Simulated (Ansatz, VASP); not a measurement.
# TaI3: VASP beside Ansatz

```
Ta I
1.0
     7.63959    0.00000    0.00000
     0.00000    7.63959    0.00000
     0.00000    0.00000    5.57663
Ta I
2 6
Direct
  0.50000 0.50000 0.00000
  0.00000 0.00000 0.00000
  0.82399 0.32399 0.00000
  0.67601 0.82399 0.00000
  0.50000 0.50000 0.50000
  0.17601 0.67601 0.00000
  0.32399 0.17601 0.00000
  0.00000 0.00000 0.50000
```

Alike in both runs: functional PBE; k mesh 6 × 6 × 8; occupations gaussian, width 0.1 eV; no spin polarisation.

Ansatz relaxed the structure, and its values are those at the end. VASP's run is a single point on that final structure, the one shown.

```csv
,VASP,Ansatz
version,VASP 6.6.1,Ansatz 0.2.0
potentials or method,"VASP PAW PBE potentials, release 64 (Ta_pv, I), cutoff 520 eV","scalar-relativistic, plane waves, PAW"
valence electrons in the cell,64,128
```

|  | VASP | Ansatz | Ansatz less VASP |
| --- | --- | --- | --- |
| gap on the k mesh at the Fermi level (eV) | none | none | - |
| pressure (GPa) | 0.0 | 0.0 | +0.01 |

A gap of «none» marks a metal or a gap that the smearing closes. VASP's potentials hold 64 valence electrons a cell and Ansatz's 128, so a difference there can come from the potentials and not from the codes.

Neither program's run includes spin-orbit coupling.
